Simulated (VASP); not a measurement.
# P (R-3m) in VASP: further runs

P is run at these levels: PBE+D3(BJ); tasks: single point.

Program: VASP 6.6.1. These are calculated values, not measurements. Logs are shortened: lines on timing, memory, paths and dates and some standing lists are left out, and cuts for length are marked.

**1. The cell of the first run**

Symmetry: R-3m, No. 166, trigonal system. Conventional cell: a = 3.274 Å, b = 3.274 Å, c = 8.015 Å, α = 90.00°, β = 90.00°, γ = 120.00°. Within 3.1 Å of P (site symmetry 3m) lie 6 P at 2.31 to 2.32 Å.

This isn't the form of P at room conditions, which is orthorhombic.

**2. Single point, PBE+D3(BJ) (12.40 Å³/atom)**

Input file INCAR:

```
SYSTEM = P
  PREC = Accurate
  ENCUT = 520
  EDIFF = 1E-6
  ISMEAR = 0
  SIGMA = 0.05
  LREAL = .FALSE.
  LASPH = .TRUE.
  NELM = 60
  ALGO = Normal
  ISIF = 2
  LWAVE = .FALSE.
  LCHARG = .FALSE.
  GGA = PE
  IVDW = 12
  NBANDS = 12
```

Input file KPOINTS:

```
regular mesh
0
G
  16 16 16
  0 0 0
```

Input file POSCAR:

```
P
1.0
    1.6368551494      0.9450387611      2.6717410189
   -1.6368551494      0.9450387611      2.6717410189
    0.0000000000     -1.8900775222      2.6717410189
P
2
Direct
    0.2504924651      0.2504924651      0.2504924651
    0.7495075349      0.7495075349      0.7495075349
```

Potentials or basis: VASP PAW PBE potentials, release 64 (P).

Launch:

```console
> cat potpaw_PBE.64/P/POTCAR > POTCAR
> mpirun -np 1 vasp_std > vasp.out
```

OUTCAR:

```text
SYSTEM = P
   PREC = Accurate
   ENCUT = 520
   EDIFF = 1E-6
   ISMEAR = 0
   LREAL = .FALSE.
   LASPH = .TRUE.
   NELM = 60
   ISIF = 2
   GGA = PE
   IVDW = 12
 IVDW          = 12

 ion  position               nearest neighbor table
   1  0.250  0.250  0.250-   2 2.31   2 2.31   2 2.31   2 2.32   2 2.32   2 2.32
   2  0.750  0.750  0.750-   1 2.31   1 2.31   1 2.31   1 2.32   1 2.32   1 2.32

  LATTYP: Found a trigonal (rhomboedric) cell.
 ALAT       =     3.2727042506
 COS(alpha) =     0.4996925470

  Lattice vectors:

 A1 = (   1.6368551494,   0.9450387611,   2.6717410189)
 A2 = (  -1.6368551494,   0.9450387611,   2.6717410189)
 A3 = (   0.0000000000,  -1.8900775222,   2.6717410189)

Analysis of symmetry for initial positions (statically):
=====================================================================
 Subroutine PRICEL returns:
 Original cell was already a primitive cell.

 Routine SETGRP: Setting up the symmetry group for a
 trigonal (rhombohedral) supercell.

 Subroutine GETGRP returns: Found 12 space group operations
 (whereof 12 operations were pure point group operations)
 out of a pool of 12 trial point group operations.

The static configuration has the point symmetry D_3d.

Analysis of symmetry for dynamics (positions and initial velocities):
=====================================================================
 Subroutine PRICEL returns:
 Original cell was already a primitive cell.

 Routine SETGRP: Setting up the symmetry group for a
 trigonal (rhombohedral) supercell.

 Subroutine GETGRP returns: Found 12 space group operations
 (whereof 12 operations were pure point group operations)
 out of a pool of 12 trial point group operations.

The dynamic configuration has the point symmetry D_3d.

 Subroutine INISYM returns: Found 12 space group operations
 (whereof 12 operations are pure point group operations),
 and found     1 'primitive' translations

----------------------------------------------------------------------------------------

                                     Primitive cell

  volume of cell :      24.7974

  direct lattice vectors                    reciprocal lattice vectors
     1.636855149  0.945038761  2.671741019     0.305463804  0.176359609  0.124762591
    -1.636855149  0.945038761  2.671741019    -0.305463804  0.176359609  0.124762591
     0.000000000 -1.890077522  2.671741019     0.000000000 -0.352719219  0.124762591

  length of vectors
     3.272704251  3.272704251  3.272704251     0.374134403  0.374134403  0.374134403

  position of ions in fractional coordinates (direct lattice)
     0.250492465  0.250492465  0.250492465
     0.749507535  0.749507535  0.749507535

  ion indices of the primitive-cell ions
   primitive index   ion index
                 1           1
                 2           2

----------------------------------------------------------------------------------------

 KPOINTS: regular mesh

Automatic generation of k-mesh.
 Grid dimensions read from file:
 generate k-points for:   16   16   16

 Generating k-lattice:

  Cartesian coordinates                     Fractional coordinates (reciprocal lattice)
     0.019091488  0.011022476  0.007797662     0.062500000  0.000000000  0.000000000
    -0.019091488  0.011022476  0.007797662     0.000000000  0.062500000  0.000000000
     0.000000000 -0.022044951  0.007797662     0.000000000  0.000000000  0.062500000

  Length of vectors
     0.023383400  0.023383400  0.023383400

  Shift w.r.t. Gamma in fractional coordinates (k-lattice)
     0.000000000  0.000000000  0.000000000

 Subroutine IBZKPT returns following result:
 ===========================================

 Found    417 irreducible k-points:

 Following reciprocal coordinates:
            Coordinates               Weight
  0.000000  0.000000  0.000000      1.000000
  0.062500  0.000000  0.000000      6.000000
  0.125000  0.000000  0.000000      6.000000
  0.187500  0.000000  0.000000      6.000000
  0.250000  0.000000  0.000000      6.000000
  0.312500  0.000000  0.000000      6.000000
[... 16 lines left out ...]
 -0.125000  0.062500  0.000000     12.000000
 -0.062500  0.062500  0.000000      6.000000
 [... further k-points ...]
   k-points           NKPTS =    417   k-points in BZ     NKDIM =    417   number of bands    NBANDS=     12
   number of dos      NEDOS =    301   number of ions     NIONS =      2
   total plane-waves  NPLWV =  13824
   dimension x,y,z NGX =    24 NGY =   24 NGZ =   24
   dimension x,y,z NGXF=    48 NGYF=   48 NGZF=   48
   ions per type =               2
   NGX,Y,Z   is equivalent  to a cutoff of  12.19, 12.19, 12.19 a.u.
   NGXF,Y,Z  is equivalent  to a cutoff of  24.38, 24.38, 24.38 a.u.
 SYSTEM =  P
   PREC   = accura    normal or accurate (medium, high low for compatibility)
   ISTART =      0    job   : 0-new  1-cont  2-samecut
   ICHARG =      2    charge: 1-file 2-atom 10-const
   ISPIN  =      1    spin polarized calculation?
[... 72 lines left out ...]
      9      18.0427      0.00000
     10      18.0444      0.00000
     11      18.0444      0.00000
     12      18.6410      0.00000

 k-point     2 :       0.0625    0.0000    0.0000
  band No.  band energies     occupation
      1      -6.0898      2.00000
      2       8.9651      2.00000
      3       9.6998      2.00000
      4       9.7086      2.00000
      5      12.9632      0.00000
      6      16.3344      0.00000
      7      16.3544      0.00000
      8      16.3601      0.00000
      9      16.8492      0.00000
     10      16.8507      0.00000
     11      17.8892      0.00000
     12      19.9667      0.00000

 k-point     3 :       0.1250    0.0000    0.0000
  band No.  band energies     occupation
      1      -5.8622      2.00000
      2       7.4873      2.00000
      3       9.6351      2.00000
      4       9.6435      2.00000
      5      13.5129      0.00000
      6      15.5307      0.00000
      7      15.5314      0.00000
      8      16.8638      0.00000
      9      16.8717      0.00000
     10      16.9334      0.00000
     11      17.4723      0.00000
     12      21.6748      0.00000

 k-point     4 :       0.1875    0.0000    0.0000
  band No.  band energies     occupation
      1      -5.4836      2.00000
      2       5.8607      2.00000
      3       9.5720      2.00000
      4       9.5799      2.00000
      5      13.6845      0.00000
      6      14.3409      0.00000
      7      14.3419      0.00000
      8      16.8905      0.00000
      9      17.6656      0.00000
     10      17.6764      0.00000
     11      18.0096      0.00000
     12      23.5079      0.00000

 k-point     5 :       0.2500    0.0000    0.0000
  band No.  band energies     occupation
      1      -4.9551      2.00000
      2       4.2362      2.00000
      3       9.5519      2.00000
      4       9.5592      2.00000
      5      13.2845      0.00000
      6      13.2849      0.00000
      7      13.6814      0.00000
      8      16.2524      0.00000
      9      18.7187      0.00000
     10      18.7292      0.00000
     11      19.3468      0.00000
     12      25.4528      0.00000
[... 228 lines left out ...]
      1      -4.6798      2.00000
      2       3.7402      2.00000
      3       8.4551      2.00000
      4      10.3284      2.00000
      5      12.0316      1.90868
      6      13.3197      0.00000
      7      14.0961      0.00000
      8      16.7302      0.00000
      9      18.4983      0.00000
     10      18.7327      0.00000
     11      21.0597      0.00000
     12      24.9465      0.00000

 k-point    22 :      -0.1875    0.0625    0.0000
  band No.  band energies     occupation
      1      -5.2573      2.00000
      2       5.3223      2.00000
      3       8.5594      2.00000
      4      10.2008      2.00000
      5      13.0337      0.00000
      6      14.0902      0.00000
      7      14.2877      0.00000
      8      17.3703      0.00000
      9      17.5022      0.00000
     10      17.5573      0.00000
     11      19.6280      0.00000
     12      23.0476      0.00000

 k-point    23 :      -0.1250    0.0625    0.0000
  band No.  band energies     occupation
      1      -5.6856      2.00000
      2       6.8946      2.00000
      3       8.7800      2.00000
      4      10.0775      2.00000
      5      13.9438      0.00000
      6      14.1782      0.00000
      7      15.3449      0.00000
      8      16.6872      0.00000
      9      16.7787      0.00000
     10      17.9701      0.00000
     11      18.3153      0.00000
     12      21.3125      0.00000

 k-point    24 :      -0.0625    0.0625    0.0000
  band No.  band energies     occupation
      1      -5.9634      2.00000
      2       8.2499      2.00000
      3       9.1674      2.00000
      4       9.9190      2.00000
      5      13.4787      0.00000
      6      15.4480      0.00000
      7      16.3002      0.00000
      8      16.3953      0.00000
      9      16.4065      0.00000
     10      17.1898      0.00000
     11      18.2075      0.00000
     12      20.0449      0.00000

 [... further k-points ...]

------------------------ aborting loop because EDIFF is reached ----------------------------------------

 Edisp (eV)   -1.14014

 E8    (eV) :    -0.4298

  FORCE on cell =-STRESS in cart. coord.  units (eV):
  Direction    XX          YY          ZZ          XY          YZ          ZX
  --------------------------------------------------------------------------------------
  -------------------------------------------------------------------------------------
  Total       3.03375     3.03375     3.04650     0.00000     0.00000     0.00000
  in kB     196.01329   196.01329   196.83691     0.00000     0.00000     0.00000
  external pressure =      196.29 kB  Pullay stress =        0.00 kB

 VOLUME and BASIS-vectors are now :
 -----------------------------------------------------------------------------
  energy-cutoff  :      520.00
  volume of cell :       24.80
      direct lattice vectors                 reciprocal lattice vectors
     1.636855149  0.945038761  2.671741019     0.305463804  0.176359609  0.124762591
    -1.636855149  0.945038761  2.671741019    -0.305463804  0.176359609  0.124762591
     0.000000000 -1.890077522  2.671741019     0.000000000 -0.352719219  0.124762591

 POSITION                                       TOTAL-FORCE (eV/Angst)
 -----------------------------------------------------------------------------------
      0.00000      0.00000      2.00775         0.000000      0.000000     -0.007561
      0.00000      0.00000      6.00747         0.000000     -0.000000      0.007561
 -----------------------------------------------------------------------------------
    total drift:                               -0.000000     -0.000000     -0.000000

  FREE ENERGIE OF THE ION-ELECTRON SYSTEM (eV)
  ---------------------------------------------------
  free  energy   TOTEN  =       -11.3682101855 eV

  energy  without entropy=      -11.3675379189  energy(sigma->0) =      -11.36787405
```

Run time: 33 s. Hardware: 1 thread of AMD EPYC 9R45 (Zen 5), shared host; peak memory 0.19 GiB.

What came out:

- Free energy: -11.3682 eV
- Pressure: 19.6 GPa
- Largest force: 0.008 eV/Å
- Band gap on the k mesh: zero (bands 5 and 6 overlap by 3.50 eV)
- Dispersion energy per atom: -0.570 eV

Forces on the atoms (eV/Å):
```
P    0.000  0.000 -0.008
P    0.000  0.000  0.008
```

Levels at points of the mesh, in eV from the Fermi level:
| k point | band 2 | band 3 | band 4 | band 5 | band 6 | band 7 | band 8 | band 9 |
| --- | --- | --- | --- | --- | --- | --- | --- | --- |
| (0.00, 0.00, 0.00) | -2.36 | -2.36 | -2.35 | 0.40 | 4.09 | 4.09 | 4.10 | 5.95 |
| (0.50, 0.00, 0.00) | -13.47 | -1.72 | -1.70 | -1.65 | -1.63 | 2.08 | 2.09 | 12.76 |
| (0.50, 0.50, 0.00) | -10.15 | -7.30 | -6.10 | -6.10 | -0.08 | 9.48 | 9.52 | 9.52 |
| (0.50, 0.50, 0.50) | -13.44 | -1.71 | -1.71 | -1.65 | -1.65 | 2.05 | 2.10 | 12.75 |

Caveat: the cell stands under pressure.

**3. Single point, PBE+D3(BJ) (12.99 Å³/atom)**

This run uses another cell than the first one, of 12.99 Å³/atom.

Input file INCAR:

```
  PREC = Accurate
  ENCUT = 520
  EDIFF = 1E-6
  ISMEAR = 0
  SIGMA = 0.05
  LREAL = False
  LASPH = True
  NELM = 60
  ALGO = Normal
  ISIF = 2
  LWAVE = False
  LCHARG = True
  GGA = PE
  IVDW = 12
  LELF = True
  LVHAR = True
  NBANDS = 12
```

Input file KPOINTS:

```
Automatic mesh
0
Gamma
  16 16 16
```

Input file POSCAR:

```
P
1.0
    1.6620031183      0.9595579477      2.7149046018
   -1.6620031183      0.9595579477      2.7149046018
    0.0000000000     -1.9191158955      2.7149046018
P
2
Direct
    0.2506406595      0.2506406595      0.2506406595
    0.7493593405      0.7493593405      0.7493593405
```

Potentials or basis: VASP PAW PBE potentials, release 64 (P).

Launch:

```console
> cat potpaw_PBE.64/P/POTCAR > POTCAR
> mpirun -np 1 vasp_std > vasp.out
```

It took 58 s on 1 thread of AMD EPYC 9R45 (Zen 5), shared host; peak memory 0.2 GiB.

It converged, with:

```
Free energy                : -11.4784 eV
Pressure                   : 10.5 GPa
Band gap on the k mesh     : zero (bands 5 and 6 overlap by 2.95 eV)
Dispersion energy per atom : -0.544 eV
```

Levels at points of the mesh, in eV from the Fermi level:
| k point | band 1 | band 2 | band 3 | band 4 | band 5 | band 6 | band 7 | band 8 | band 9 | band 10 |
| --- | --- | --- | --- | --- | --- | --- | --- | --- | --- | --- |
| (0.00, 0.00, 0.00) | -17.76 | -2.35 | -2.34 | -2.34 | -0.28 | 4.23 | 4.24 | 4.24 | 5.64 | 5.64 |
| (0.50, 0.00, 0.00) | -13.17 | -13.14 | -1.66 | -1.64 | -1.57 | -1.54 | 1.85 | 1.87 | 12.57 | 12.60 |
| (0.50, 0.50, 0.00) | -12.82 | -9.73 | -7.39 | -5.89 | -5.88 | 0.22 | 8.97 | 8.98 | 9.41 | 12.11 |
| (0.50, 0.50, 0.50) | -13.20 | -13.11 | -1.64 | -1.64 | -1.56 | -1.56 | 1.84 | 1.90 | 12.55 | 12.55 |

Caveat: the cell stands under pressure.

**4. Single point, PBE+D3(BJ) (9.45 Å³/atom)**

This run uses another cell than the first one, of 9.45 Å³/atom.

Input file INCAR:

```
SYSTEM = P
PREC = Accurate
ENCUT = 520
EDIFF = 1E-6
ISMEAR = 0
SIGMA = 0.05
LREAL = .FALSE.
LASPH = .TRUE.
NELM = 80
ALGO = Normal
ISIF = 2
LWAVE = .FALSE.
LCHARG = .TRUE.
GGA = PE
IVDW = 12
LELF = .TRUE.
LVHAR = .TRUE.
NBANDS = 12
```

Input file KPOINTS:

```
Automatic mesh
0
G
  18 18 18
  0 0 0
```

Input file POSCAR:

```
P
1.0
    1.4946862207      0.8629574918      2.4412681345
   -1.4946862207      0.8629574918      2.4412681345
    0.0000000000     -1.7259149838      2.4412681344
P
2
Direct
    0.2499468346      0.2499468346      0.2499468346
    0.7500531654      0.7500531654      0.7500531654
```

Launch:

```console
> cat potpaw_PBE.64/P/POTCAR > POTCAR
> mpirun -np 1 vasp_std > vasp.out
```

It took 50 s on 1 thread of AMD EPYC 9R45 (Zen 5), shared host; peak memory 0.2 GiB.

The run converged. Its results:

| Property | Result |
| --- | --- |
| Free energy | -9.2789 eV |
| Pressure | 113.0 GPa |
| Largest force | 0.009 eV/Å |
| Band gap on the k mesh | zero (bands 5 and 6 overlap by 5.46 eV) |
| Dispersion energy per atom | -0.750 eV |

Forces on the atoms (eV/Å):
```
P    0.000  0.000  0.009
P    0.000  0.000 -0.009
```

Levels at points of the mesh, in eV from the Fermi level:
| k point | band 3 | band 4 | band 5 | band 6 | band 7 | band 8 |
| --- | --- | --- | --- | --- | --- | --- |
| (0.00, 0.00, 0.00) | -2.24 | -2.24 | 3.17 | 3.17 | 3.17 | 5.35 |
| (0.50, 0.00, 0.00) | -2.07 | -2.07 | -2.06 | -2.06 | 3.46 | 3.46 |
| (0.50, 0.50, 0.00) | -7.35 | -7.34 | -6.63 | -1.97 | 9.99 | 13.32 |
| (0.50, 0.50, 0.50) | -2.06 | -2.06 | -2.06 | -2.06 | 3.46 | 3.46 |

Caveat: the cell stands under pressure.

**5. Single point, PBE+D3(BJ) (10.04 Å³/atom)**

This run uses another cell than the first one, of 10.04 Å³/atom.

Input file INCAR:

```
SYSTEM = P
PREC = Accurate ; ENCUT = 520
EDIFF = 1E-6 ; ISMEAR = 0
SIGMA = 0.05 ; LREAL = .False.
LASPH = .True. ; NELM = 100
ALGO = Normal ; ISIF = 2
LWAVE = .False. ; LCHARG = .False.
GGA = PE ; IVDW = 12
NBANDS = 12
```

Input file KPOINTS:

```
regular mesh
0
Gamma
  18 18 18
  0 0 0
```

Input file POSCAR:

```
P
1.0
    1.5252321588      0.8805931974      2.4909933928
   -1.5252321588      0.8805931974      2.4909933928
    0.0000000000     -1.7611863950      2.4909933927
P
2
Direct
    0.2499281154      0.2499281154      0.2499281154
    0.7500718846      0.7500718846      0.7500718846
```

Launch:

```console
> cat potpaw_PBE.64/P/POTCAR > POTCAR
> mpirun -np 1 vasp_std > vasp.out
```

It took 41 s on 1 thread of AMD EPYC 9R45 (Zen 5), shared host; peak memory 0.2 GiB.

The run converged. Its results:

```
Free energy                : -9.9969 eV
Pressure                   : 83.6 GPa
Largest force              : 0.009 eV/Å
Band gap on the k mesh     : zero (bands 5 and 6 overlap by 5.56 eV)
Dispersion energy per atom : -0.705 eV
```

Forces on the atoms (eV/Å):
```
P    0.000  0.000  0.009
P    0.000  0.000 -0.009
```

Levels at points of the mesh, in eV from the Fermi level:
```tsv
k point	band 3	band 4	band 5	band 6	band 7	band 8
(0.00, 0.00, 0.00)	-2.26	-2.26	3.43	3.43	3.43	4.12
(0.50, 0.00, 0.00)	-1.95	-1.94	-1.94	-1.93	3.18	3.18
(0.50, 0.50, 0.00)	-7.03	-7.03	-6.76	-1.47	9.90	12.42
(0.50, 0.50, 0.50)	-1.94	-1.94	-1.93	-1.93	3.18	3.19
```

Caveat: the cell stands under pressure.

**6. The runs side by side**

| cell | k mesh | gap on the mesh (eV) | pressure (GPa) | largest force (eV/Å) |
| --- | --- | --- | --- | --- |
| a = 3.273 Å, angles 60.0°, 2 atoms, atomic positions A | 16 × 16 × 16 | none | 19.6 | 0.01 |
| a = 3.325 Å, angles 60.0°, 2 atoms, atomic positions B | 16 × 16 × 16 | none | 10.5 | - |
| a = 2.990 Å, angles 60.0°, 2 atoms, atomic positions C | 18 × 18 × 18 | none | 113.0 | 0.01 |
| a = 3.051 Å, angles 60.0°, 2 atoms, atomic positions C | 18 × 18 × 18 | none | 83.6 | 0.01 |

Alike in all rows: task single point; level PBE+D3(BJ); potentials or basis VASP PAW PBE potentials, release 64 (P); no spin polarisation; cutoff (eV) 520; smearing gaussian 0.05 eV.

Caveats: the cell stands under pressure.

Absolute energies hang on the potentials; compare differences alone.
